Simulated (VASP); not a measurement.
# Se (Pm-3m) in VASP: further runs, part 2 of 2

VASP 6.6.1. The steps go on from the part before.

## Step 3: Single point, PBE

File INCAR:

```
PREC = Accurate
ENCUT = 520
EDIFF = 1E-6
ISMEAR = -1
SIGMA = 0.1
LREAL = F
LASPH = T
NELM = 80
ALGO = Normal
ISIF = 2
LWAVE = F
LCHARG = F
GGA = PE
NBANDS = 9
```

File KPOINTS:

```
regular mesh
0
Gamma
  18 18 18
```

File POSCAR:

```
Se
1.0
    2.0527137858      0.0000000000      0.0000000000
    0.0000000000      2.0527137858      0.0000000000
    0.0000000000      0.0000000000      2.0527137858
Se
1
Direct
    0.0000000000      0.0000000000      0.0000000000
```

Potentials or basis: VASP PAW PBE potentials, release 64 (Se).

Launch:

```sh
cat potpaw_PBE.64/Se/POTCAR > POTCAR
mpirun -np 1 vasp_std > vasp.out
```

OUTCAR:

```text
PREC = Accurate
   ENCUT = 520
   EDIFF = 1E-6
   ISMEAR = -1
   LREAL = F
   LASPH = T
   NELM = 80
   ISIF = 2
   GGA = PE

 ion  position               nearest neighbor table
   1  0.000  0.000  0.000-

  LATTYP: Found a simple cubic cell.
 ALAT       =     2.0527137858

  Lattice vectors:

 A1 = (   2.0527137858,   0.0000000000,   0.0000000000)
 A2 = (   0.0000000000,   2.0527137858,   0.0000000000)
 A3 = (   0.0000000000,   0.0000000000,   2.0527137858)

[... 456 lines left out ...]
  band No.  band energies     occupation
      1      -3.9001      2.00000
      2       8.5340      2.00000
      3      23.9026      0.00000
      4      29.7576      0.00000
      5      33.5399      0.00000
      6      36.4841      0.00000
      7      40.5086      0.00000
      8      43.0407      0.00000
      9      46.4912      0.00000

 [... further k-points ...]
[... 5 lines left out ...]
  --------------------------------------------------------------------------------------
  -------------------------------------------------------------------------------------
  Total       25.4790473     25.4790473     25.4790473      0.0000000     -0.0000000     -0.0000000
  in kB     4719.6367065   4719.6367065   4719.6367065      0.0000000     -0.0000000     -0.0000000
  external PRESSURE =    4719.6367065 kB  Pullay stress =       0.0000000 kB

 VOLUME and BASIS-vectors are now :
 -----------------------------------------------------------------------------
  energy-cutoff  :      520.00
  volume of cell :        8.65
      direct lattice vectors                 reciprocal lattice vectors
     2.052713786  0.000000000  0.000000000     0.487159977  0.000000000  0.000000000
     0.000000000  2.052713786  0.000000000     0.000000000  0.487159977  0.000000000
     0.000000000  0.000000000  2.052713786     0.000000000  0.000000000  0.487159977

 POSITION                                       TOTAL-FORCE (eV/Angst)
 -----------------------------------------------------------------------------------
      0.00000      0.00000      0.00000         0.000000      0.000000      0.000000
 -----------------------------------------------------------------------------------
    total drift:                                0.000000      0.000000     -0.000000

  FREE ENERGIE OF THE ION-ELECTRON SYSTEM (eV)
  ---------------------------------------------------
  free  energy   TOTEN  =         5.9215546317 eV

  energy  without entropy=        5.9333849762  energy(sigma->0) =        5.92746980
```

OSZICAR:

```text
N       E                     dE             d eps       ncg     rms          rms(c)
DAV:   1     0.171200111462E+02    0.17120E+02   -0.38118E+03  4300   0.636E+02
DAV:   2     0.580588103395E+01   -0.11314E+02   -0.10922E+02  5315   0.887E+01
DAV:   3     0.569171639214E+01   -0.11416E+00   -0.11397E+00  4698   0.758E+00
DAV:   4     0.569165866667E+01   -0.57725E-04   -0.57723E-04  5314   0.174E-01
DAV:   5     0.569165865834E+01   -0.83252E-08   -0.92545E-08  4547   0.195E-03    0.193E+01
DAV:   6     0.584119941839E+01    0.14954E+00   -0.26081E-02  4704   0.106E+00    0.117E+01
DAV:   7     0.592084967805E+01    0.79650E-01   -0.44580E-02  4681   0.147E+00    0.232E-01
DAV:   8     0.592155090120E+01    0.70122E-03   -0.13729E-03  4545   0.241E-01    0.844E-02
DAV:   9     0.592155173300E+01    0.83180E-06   -0.18272E-05  5153   0.301E-02    0.158E-02
DAV:  10     0.592155503830E+01    0.33053E-05   -0.15516E-07  2940   0.435E-03    0.526E-03
DAV:  11     0.592155463173E+01   -0.40657E-06   -0.15183E-08  2244   0.843E-04
   1 F= 0.59215546E+01 E0= 0.59274698E+01  d E =-.118303E-01
```

stdout:

```text
POSCAR found type information on POSCAR Se
 POSCAR found :  1 types and       1 ions
 scaLAPACK will be used
 LDA part: xc-table for (Slater+PW92), standard interpolation
 POSCAR, INCAR and KPOINTS ok, starting setup
 FFT: planning ... GRIDC
 FFT: planning ... GRID_SOFT
 FFT: planning ... GRID
 WAVECAR not read
 entering main loop
```

Wall time 4.1 s (1 thread of Intel Xeon 6975P-C (Granite Rapids), shared host); peak memory 0.13 GiB.

Results:

```
Free energy            : 5.9216 eV
Pressure               : 472.0 GPa
Band gap on the k mesh : zero (band 3 reaches 31.90 eV, above the bottom of band 4 at 16.46 eV)
```

Levels at points of the mesh, in eV from the Fermi level:
```tsv
k point	band 1	band 2	band 3	band 4	band 5	band 6
(0.00, 0.00, 0.00)	-29.80	3.98	3.98	3.98	6.40	6.40
(0.50, 0.00, 0.00)	-22.02	-19.21	10.38	10.38	11.57	16.96
(0.50, 0.50, 0.00)	-13.36	-13.36	-13.11	-5.06	17.53	22.26
(0.50, 0.50, 0.50)	-7.66	-7.66	-7.66	-0.85	1.24	1.24
```

## Step 4: Relaxation of cell and atoms, PBE, target pressure 460 GPa, at which the enthalpy is minimised

This run uses another cell than the first one, of 8.41 Å³/atom, 0.972 times its volume.

File INCAR:

```
PREC = Accurate
ENCUT = 600
EDIFF = 1E-6
ISMEAR = -1
SIGMA = 0.1
LREAL = F
LASPH = T
NELM = 80
ALGO = Normal
ISIF = 3
LWAVE = F
LCHARG = F
GGA = PE
IBRION = 2
NSW = 60
EDIFFG = -0.005
PSTRESS = 4600.0
```

File KPOINTS:

```
Automatic mesh
0
Gamma
  18 18 18
```

File POSCAR:

```
Se
1.0
    2.0337017928      0.0000000000      0.0000000000
    0.0000000000      2.0337017928      0.0000000000
    0.0000000000      0.0000000000      2.0337017928
Se
1
Direct
    0.0000000000      0.0000000000      0.0000000000
```

Launch:

```sh
cat potpaw_PBE.64/Se/POTCAR > POTCAR
mpirun -np 1 vasp_std > vasp.out
```

Wall time 14 s (1 thread of Intel Xeon 6975P-C (Granite Rapids), shared host); peak memory 0.12 GiB.

The run converged. Its results:

- Free energy: 5.7164 eV
- Relaxed volume: 8.72 Å³/atom
- Relaxed cell: a = 2.058 Å, b = 2.058 Å, c = 2.058 Å, α = 90.00°, β = 90.00°, γ = 90.00°
- Space group after relaxing (to 0.05 Å): Pm-3m (No. 221)
- Energy change on relaxing (the enthalpy is what falls): -937.2 meV/atom
- Ionic steps: 12
- Pressure after relaxing: 460.0 GPa
- Band gap on the k mesh: zero (band 3 reaches 31.60 eV, above the bottom of band 4 at 16.35 eV)

The path:
| step | energy change (eV) | largest force (eV/Å) | pressure (GPa) | volume (Å³) |
| --- | --- | --- | --- | --- |
| 1 | 0.0000 | 0.0000 | 515.56 | 8.41 |
| 2 | -7.1442 | 0.0000 | 143.16 | 12.49 |
| 3 | -1.1640 | 0.0000 | 446.61 | 8.80 |
| 4 | -0.9400 | 0.0000 | 459.79 | 8.72 |
| 5 | -0.9220 | 0.0000 | 460.87 | 8.71 |
| 6 | -0.9243 | 0.0000 | 460.75 | 8.72 |
| 7 | -0.9311 | 0.0000 | 460.39 | 8.72 |
| 8 | -0.9312 | 0.0000 | 460.33 | 8.72 |
| 9 | -0.9316 | 0.0000 | 460.31 | 8.72 |
| 10 | -0.9324 | 0.0000 | 460.26 | 8.72 |
| 11 | -0.9340 | 0.0000 | 460.18 | 8.72 |
| 12 | -0.9372 | 0.0000 | 460.00 | 8.72 |

Final structure:
```
CELL_PARAMETERS angstrom
2.05826 0.00000 0.00000
0.00000 2.05826 0.00000
0.00000 0.00000 2.05826
ATOMIC_POSITIONS crystal
Se 0.00000 0.00000 0.00000
```

Levels at points of the mesh, in eV from the Fermi level:
| k point | band 1 | band 2 | band 3 | band 4 | band 5 | band 6 | band 7 |
| --- | --- | --- | --- | --- | --- | --- | --- |
| (0.00, 0.00, 0.00) | -29.65 | 3.93 | 3.93 | 3.93 | 6.39 | 6.39 | 16.36 |
| (0.50, 0.00, 0.00) | -21.94 | -19.08 | 10.27 | 10.27 | 11.52 | 16.91 | 16.93 |
| (0.50, 0.50, 0.00) | -13.28 | -13.28 | -13.13 | -4.98 | 17.31 | 22.16 | 22.16 |
| (0.50, 0.50, 0.50) | -7.64 | -7.64 | -7.64 | -1.02 | 1.27 | 1.27 | 1.27 |

Caveat: the cell is relaxed towards a set pressure, so the enthalpy falls and the energy may rise.

## Step 5: Relaxation of cell and atoms, PBE, target pressure 460 GPa, at which the enthalpy is minimised

File INCAR:

```
SYSTEM = Se
PREC = Accurate
ENCUT = 600
EDIFF = 1E-6
ISMEAR = -1
SIGMA = 0.1
LREAL = .False.
LASPH = .True.
NELM = 60
ALGO = Normal
ISIF = 3
LWAVE = .False.
LCHARG = .False.
GGA = PE
IBRION = 2
NSW = 32
EDIFFG = -0.005
PSTRESS = 4600.0
```

File KPOINTS:

```
regular mesh
0
Gamma
  18 18 18
  0 0 0
```

File POSCAR:

```
Se
1.0
    2.0527137858      0.0000000000      0.0000000000
    0.0000000000      2.0527137858      0.0000000000
    0.0000000000      0.0000000000      2.0527137858
Se
1
Direct
    0.0000000000      0.0000000000      0.0000000000
```

Launch:

```sh
cat potpaw_PBE.64/Se/POTCAR > POTCAR
mpirun -np 1 vasp_std > vasp.out
```

Run time: 8 s. Hardware: 1 thread of Intel Xeon 6975P-C (Granite Rapids), shared host; peak memory 0.13 GiB.

Results (log left out):

```yaml
Free_energy: 5.7168 eV
Relaxed_volume: 8.72 Å³/atom
Relaxed_cell: a = 2.058 Å, b = 2.058 Å, c = 2.058 Å, α = 90.00°, β = 90.00°, γ = 90.00°
Space_group_after_relaxing_to_0.05_Å: Pm-3m (No. 221)
Energy_change_on_relaxing_the_enthalpy_is_what_falls: -204.0 meV/atom
Ionic_steps: 4
Pressure_after_relaxing: 459.9 GPa
Band_gap_on_the_k_mesh: zero (band 3 reaches 31.60 eV, above the bottom of band 4 at 16.35 eV)
```

The path:
```tsv
step	energy change (eV)	largest force (eV/Å)	pressure (GPa)	volume (Å³)
1	0.0000	0.0000	471.94	8.65
2	-2.1232	0.0000	353.90	9.48
3	-0.2121	0.0000	459.52	8.72
4	-0.2040	0.0000	459.94	8.72
```

Final structure:
```
Se
1.0
     2.05825    0.00000    0.00000
     0.00000    2.05825    0.00000
     0.00000    0.00000    2.05825
Se
1
Direct
  0.00000 0.00000 0.00000
```

Levels at points of the mesh, in eV from the Fermi level:
| k point | band 1 | band 2 | band 3 | band 4 | band 5 | band 6 |
| --- | --- | --- | --- | --- | --- | --- |
| (0.00, 0.00, 0.00) | -29.65 | 3.93 | 3.93 | 3.93 | 6.39 | 6.39 |
| (0.50, 0.00, 0.00) | -21.94 | -19.08 | 10.27 | 10.27 | 11.52 | 16.93 |
| (0.50, 0.50, 0.00) | -13.28 | -13.28 | -13.12 | -4.98 | 17.32 | 22.16 |
| (0.50, 0.50, 0.50) | -7.63 | -7.63 | -7.63 | -1.01 | 1.27 | 1.27 |

Caveat: the cell is relaxed towards a set pressure, so the enthalpy falls and the energy may rise.

## Step 6: Summary

```tsv
task	cell	cutoff (eV)	gap on the mesh (eV)	pressure (GPa)
single point	a = 2.053 Å, 1 atom	520	none	472.0
relaxation of cell and atoms	relaxed to 460 GPa from a = 2.034 Å, 1 atom	600	none	460.0
relaxation of cell and atoms	relaxed to 460 GPa from a = 2.053 Å, 1 atom	600	none	459.9
```

Alike in all rows: level PBE; potentials or basis VASP PAW PBE potentials, release 64 (Se); no spin polarisation; k mesh 18 × 18 × 18; smearing fermi-dirac 0.1 eV.

Caveats: the cell is relaxed towards a set pressure, so the enthalpy falls and the energy may rise (some runs).

Absolute energies hang on the potentials; compare differences alone.
